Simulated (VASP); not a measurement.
Here is a VASP 6.6.1 calculation.

INCAR

```
SYSTEM = TiN
ALGO     = Normal         ! electronic algorithm
EDIFF    = 1E-6           ! SCF threshold, eV
ENCUT    = 520            ! plane-wave cutoff, eV
GGA      = PE             ! functional
ISIF     = 2              ! what is computed and relaxed
ISMEAR   = 0              ! smearing method
ISPIN    = 2              ! spin polarisation
LASPH    = .TRUE.         ! aspherical terms in the spheres
LCHARG   = .FALSE.        ! write CHGCAR
LMAXMIX  = 4              ! l up to which the mixer works
LORBIT   = 11             ! projections on sites
LREAL    = .FALSE.        ! projectors in reciprocal space
LWAVE    = .FALSE.        ! write WAVECAR
MAGMOM   = 1 0            ! initial moments
NBANDS   = 20             ! bands
NELM     = 150            ! most SCF steps
PREC     = Accurate       ! precision mode
SIGMA    = 0.03           ! smearing width, eV
```

The input KPOINTS:

```
k-points
0
G
  9 9 9
  0 0 0
```

File POSCAR:

```
TiN
1.0
    0.0000000000      2.1175000000      2.1175000000
    2.1175000000      0.0000000000      2.1175000000
    2.1175000000      2.1175000000      0.0000000000
Ti N
1 1
Direct
    0.0000000000      0.0000000000      0.0000000000
    0.5000000000      0.5000000000      0.5000000000
```

Potentials or basis: VASP PAW PBE potentials, release 64 (Ti_sv, N).

Launch:

```console
$ cat potpaw_PBE.64/Ti_sv/POTCAR potpaw_PBE.64/N/POTCAR > POTCAR
$ mpirun -np 1 vasp_std > vasp.out
```

(1) Predict the net moment.

(2) What does it give for the pressure?

## Answers

(1) 0.00 μB per cell.

(2) 2.7 GPa.
